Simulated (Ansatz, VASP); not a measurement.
# Ni in VASP and in Ansatz

INCAR

```
SYSTEM = Ni
ALGO = Normal ; EDIFF = 1E-6
ENCUT = 520 ; GGA = PS
ISIF = 2 ; ISMEAR = -1
ISPIN = 2 ; LASPH = .TRUE.
LCHARG = .TRUE. ; LELF = .TRUE.
LMAXMIX = 4 ; LORBIT = 11
LREAL = .FALSE. ; LVHAR = .TRUE.
LWAVE = .FALSE. ; MAGMOM = 1.5 1.5
NBANDS = 21 ; NELM = 150
PREC = Accurate ; SIGMA = 0.1
```

File KPOINTS:

```
k-points
0
G
  13 13 7
  0 0 0
```

File POSCAR:

```
Ni
1.0
    2.5116362681      0.0000000000      0.0000000000
   -1.2558176211      2.1751407035      0.0000000000
    0.0000000000      0.0000000000      4.1786422293
Ni
2
Direct
    0.3333333333      0.6666666667      0.2500000000
    0.6666666667      0.3333333333      0.7500000000
```

Input for Ansatz:

```yaml
crystal:
  lattice:
    - [2.5116362681467965, 0.0, 0.0]
    - [-1.2558176210806142, 2.175140703451159, 0.0]
    - [0.0, 0.0, 4.178642229259455]
  atoms:
    - { symbol: Ni, position: [0.3333333333333333, 0.6666666666666666, 0.25], spin: 1.5 }
    - { symbol: Ni, position: [0.6666666666666666, 0.3333333333333333, 0.75], spin: 1.5 }
basis:
  ecutwfc: 421.77648681281397
kpoints:
  mp_grid:
    grid: [13, 13, 7]
hamiltonian:
  xc: pbesol
magnetization:
  spin_polarized: true
scf:
  occupations:
    method: fermi_dirac
```

Alike in both runs: task single point; functional PBEsol; k mesh 13 × 13 × 7; collinear spin.

```csv
,VASP,Ansatz
version,VASP 6.6.1,Ansatz 0.2.0
potentials or method,"VASP PAW PBE potentials, release 64 (Ni), cutoff 520 eV","plane waves, PAW"
occupations,"fermi-dirac, width 0.1 eV",fermi-dirac
valence electrons in the cell,20,36
```

|  | VASP | Ansatz | Ansatz less VASP |
| --- | --- | --- | --- |
| net moment per atom (μB) | 0.63 | 0.64 | +0.011 |
| size of the moment on the site where the two differ most (μB) | 0.64 | 0.68 | +0.035 |

VASP's potentials were made for PBE, not for PBEsol. Site moments also hang on the region over which each program counts them. VASP's potentials hold 20 valence electrons a cell and Ansatz's 36, so a difference there can come from the potentials and not from the codes.
